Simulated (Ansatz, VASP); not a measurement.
# GaN in VASP and in Ansatz

```
Ga N
1.0
     0.00000    2.20750    2.20750
     2.20750    0.00000    2.20750
     2.20750    2.20750    0.00000
Ga N
1 1
Direct
  0.00000 0.00000 0.00000
  0.25000 0.25000 0.25000
```

Alike in both runs: task single point; functional B3LYP5; k mesh 5 × 5 × 5; occupations fermi-dirac, width 0.05 eV; no spin polarisation.

```csv
,VASP,Ansatz
version,VASP 6.6.1,Ansatz 0.2.0
potentials or method,"VASP PAW PBE potentials, release 64 (Ga_d, N)",Ansatz PAW
plane-wave cutoff (eV),520,420
valence electrons in the cell,18,18
```

Ansatz gave:

```
gap on the k mesh at the Fermi level (eV) : 3.87
least direct gap on the mesh (eV)         : 3.87
pressure (GPa)                            : 18.3
```

Question: Which values does VASP return?

Answer: gap on the k mesh at the Fermi level (eV): 3.90; least direct gap on the mesh (eV): 3.90; pressure (GPa): 19.8.

VASP's potentials were made for PBE, not for B3LYP5. With one functional, cell and mesh, what is left measures potentials, basis and numerics.

The k mesh is coarse, so the values compare programs but aren't converged. Noted on Ansatz's run: odd divisions of the mesh miss points on the zone boundary, where band edges often lie, so the gap on the mesh can be too wide.
